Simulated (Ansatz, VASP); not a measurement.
Y in VASP and in Ansatz

INCAR

```
ALGO     = Normal         # electronic algorithm
EDIFF    = 1E-6           # SCF threshold, eV
ENCUT    = 520            # plane-wave cutoff, eV
GGA      = CA             # functional
ISIF     = 2              # what is computed and relaxed
ISMEAR   = -1             # smearing method
LASPH    = True           # aspherical terms in the spheres
LCHARG   = True           # write CHGCAR
LELF     = True           # ELF
LREAL    = False          # projectors in reciprocal space
LVHAR    = True         
LWAVE    = False          # write WAVECAR
NBANDS   = 12             # bands
NELM     = 60             # most SCF steps
PREC     = Accurate       # precision mode
SIGMA    = 0.05           # smearing width, eV
```

Contents of KPOINTS:

```
k-points
0
Gamma
  14 14 14
```

File POSCAR:

```
Y
1.0
   -1.4407627332      1.4407627332      1.4407627332
    1.4407627332     -1.4407627332      1.4407627332
    1.4407627332      1.4407627332     -1.4407627332
Y
1
Direct
    0.0000000000      0.0000000000      0.0000000000
```

Input for Ansatz:

```yaml
crystal:
  lattice:
    - [-1.4407627332, 1.4407627332, 1.4407627332]
    - [1.4407627332, -1.4407627332, 1.4407627332]
    - [1.4407627332, 1.4407627332, -1.4407627332]
  atoms:
    - { symbol: "Y", position: [0.0, 0.0, 0.0] }
kpoints:
  mp_grid: { grid: [14, 14, 14] }
  band_path:
    path:
      - [0.0, 0.0, 0.0]
      - [0.5, -0.5, 0.5]
      - [0.0, 0.0, 0.5]
      - [0.0, 0.0, 0.0]
      - [0.25, 0.25, 0.25]
      - [0.5, -0.5, 0.5]
      - [0.25, 0.25, 0.25]
      - [0.0, 0.0, 0.5]
    npoints: 8
scf:
  occupations: { method: fermi_dirac, width: 0.05 }
hamiltonian:
  xc: lda
  pseudopotentials: { kind: all_electron, lapw: { basis_error: 0.001 } }
output:
  forces: true
  stress: true
  eigenvalues: true
  populations: true
  dos: { projected: true, de: 0.2, e_range: [-14, 8] }
```

Change from the starting cell: volume scaled by 0.4, LAPW.

Alike in both runs: task single point; functional LDA; k mesh 14 × 14 × 14; occupations fermi-dirac, width 0.05 eV; no spin polarisation.

|  | VASP | Ansatz |
| --- | --- | --- |
| version | VASP 6.6.1 | Ansatz 0.2.0 |
| potentials or method | VASP PAW LDA potentials, release 64 (Y_sv), cutoff 520 eV | all-electron LAPW, scalar-relativistic |

VASP gave:

```
pressure (GPa) : 167.4
```

**Question.** Which values does Ansatz return?

**Answer.** Pressure (GPa): 165.0.

LDA's correlation is that of Perdew and Zunger in VASP and of Perdew and Wang (1992) in Ansatz. Both programs put the cell under a high pressure, so it lies far from rest at this level. Ansatz ran all-electron here, and VASP with PAW potentials.

Noted on VASP's run: the cell as given lies far from equilibrium.
